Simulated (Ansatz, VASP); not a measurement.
ZnO in VASP and in Ansatz

```
CELL_PARAMETERS angstrom
3.02521 0.00000 0.00000
-1.51260 2.61991 0.00000
0.00000 0.00000 5.19202
ATOMIC_POSITIONS crystal
Zn 0.00000 0.00000 0.00000
Zn 0.00000 0.00000 0.50000
O 0.33333 0.66667 0.25000
O 0.66667 0.33333 0.75000
```

Alike in both runs: task single point; functional PBE; k mesh 11 × 11 × 7; occupations fermi-dirac, width 0.08 eV; no spin polarisation.

|  | VASP | Ansatz |
| --- | --- | --- |
| version | VASP 6.6.1 | Ansatz 0.2.0 |
| potentials or method | VASP PAW PBE potentials, release 64 (Zn, O), cutoff 520 eV | all-electron LAPW, scalar-relativistic |

Ansatz gave:

* pressure (GPa): -0.1
* traceless stress, the component that is largest in VASP (GPa): -0.01

**Question.** Which values does VASP return?

**Answer.** Pressure (GPa): 0.9; traceless stress, the component that is largest in VASP (GPa): 0.08.

Ansatz ran all-electron here, and VASP with PAW potentials.
